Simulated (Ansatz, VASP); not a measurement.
## One calculation of HfSi5, two programs

```
Hf Si
1.0
     0.00000    3.54328    3.54328
     3.54328    0.00000    3.54328
     3.54328    3.54328    0.00000
Hf Si
1 5
Direct
  0.50000 0.50000 0.50000
  0.37403 0.87532 0.87532
  0.87532 0.87532 0.87532
  0.25000 0.25000 0.25000
  0.87532 0.87532 0.37403
  0.87532 0.37403 0.87532
```

Change from the starting cell: species swapped into the HfNi5 type (F-43m, No. 216).

Alike in both runs: functional PBE; k mesh 4 × 4 × 4; occupations gaussian, width 0.1 eV; no spin polarisation.

Ansatz relaxed the structure, and its values are those at the end. VASP's run is a single point on that final structure, the one shown.

|  | VASP | Ansatz |
| --- | --- | --- |
| version | VASP 6.6.1 | Ansatz 0.2.0 |
| potentials or method | VASP PAW PBE potentials, release 64 (Hf_pv, Si), cutoff 520 eV | scalar-relativistic, plane waves, PAW |
| valence electrons in the cell | 30 | 46 |

|  | VASP | Ansatz | Ansatz less VASP |
| --- | --- | --- | --- |
| gap on the k mesh at the Fermi level (eV) | none | none | - |
| pressure (GPa) | -0.2 | 0.1 | +0.23 |
| rms of the force components (eV/Å) | 0.031 | 0.032 | +0.0014 |

A gap of «none» marks a metal or a gap that the smearing closes. With one functional, cell and mesh, what is left measures potentials, basis and numerics. VASP's potentials hold 30 valence electrons a cell and Ansatz's 46, so a difference there can come from the potentials and not from the codes.

The k mesh is coarse, so the values compare programs but aren't converged. Neither program's run includes spin-orbit coupling.
